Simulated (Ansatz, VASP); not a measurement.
## TiO2 in VASP and in Ansatz

```
Ti O
1.0
     4.59125    0.00000    0.00000
     0.00000    4.59125    0.05739
     0.00000    0.03674    2.93899
Ti O
2 4
Cartesian
  0.0000 0.0000 0.0000
  2.2956 2.3140 1.4982
  1.3978 1.3978 0.0175
  0.8979 3.7117 1.5157
  3.1935 3.1935 0.0399
  3.6934 0.9162 1.4807
```

Change from the starting cell: strain +0.0250 x Voigt [0, 0, 0, 1, 0, 0], atoms carried along.

Alike in both runs: task single point; functional PBEsol; k mesh 6 × 6 × 10; occupations gaussian, width 0.05 eV; no spin polarisation.

```csv
,VASP,Ansatz
version,VASP 6.6.1,Ansatz 0.2.0
potentials or method,"VASP PAW PBE potentials, release 64 (Ti_sv, O), cutoff 520 eV","scalar-relativistic, plane waves, PAW"
valence electrons in the cell,48,48
```

VASP gave:

* gap on the k mesh at the Fermi level (eV): 1.84
* least direct gap on the mesh (eV): 1.84
* pressure (GPa): 0.8
* traceless stress, the component that is largest in VASP (GPa): -3.69
* rms of the force components (eV/Å): 0.069

**Question.** What did Ansatz give for the same quantities?

**Answer.** gap on the k mesh at the Fermi level (eV): 1.87; least direct gap on the mesh (eV): 1.87; pressure (GPa): 0.1; traceless stress, the component that is largest in VASP (GPa): -3.65; rms of the force components (eV/Å): 0.064.

VASP's potentials were made for PBE, not for PBEsol. Atom by atom the forces differ by 0.012 eV/Å (rms over components).
